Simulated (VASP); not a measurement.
A run of VASP 6.6.1 is set up as follows.

File INCAR:

```
ALGO = Normal
EDIFF = 1E-7
EDIFFG = -0.04
ENCUT = 600
GGA = PE
IBRION = 2
ISIF = 3
ISMEAR = 0
LASPH = True
LCHARG = False
LREAL = False
LWAVE = False
NELM = 100
NSW = 90
PREC = Accurate
SIGMA = 0.1
```

KPOINTS

```
k-points
0
Gamma
  6 6 4
```

File POSCAR:

```
Si3Sb2
1.0
    4.1767117953      0.0000000000      0.0000000000
   -2.0883558977      3.6171385190      0.0000000000
    0.0000000000      0.0000000000      6.4982851029
Si Sb
3 2
Direct
    0.0000000000      0.0000000000      0.0000000000
    0.3333333333      0.6666666667      0.6450000000
    0.6666666667      0.3333333333      0.3550000000
    0.3333333333      0.6666666667      0.2450000000
    0.6666666667      0.3333333333      0.7550000000
```

Potentials or basis: VASP PAW PBE potentials, release 64 (Si, Sb).

Launch:

```console
$ cat potpaw_PBE.64/Si/POTCAR potpaw_PBE.64/Sb/POTCAR > POTCAR
$ mpirun -np 1 vasp_std > vasp.out
```

(1) What does it give for the band gap on the k mesh?

(2) Estimate the space group after relaxing (to 0.1 Å).

(3) Estimate the relaxed cell.

(4) What does it give for the relaxed volume?

Answers

(1) zero (bands 11 and 12 overlap by 2.00 eV).

(2) P-3m1 (No. 164).

(3) a = 4.612 Å, b = 4.612 Å, c = 6.371 Å, α = 90.00°, β = 90.00°, γ = 120.00°.

(4) 23.47 Å³/atom.

Caveat: the volume moved by over 15 % at a fixed basis, so the end points are rough; spin-orbit coupling is left out, which moves the levels of the heavy elements.
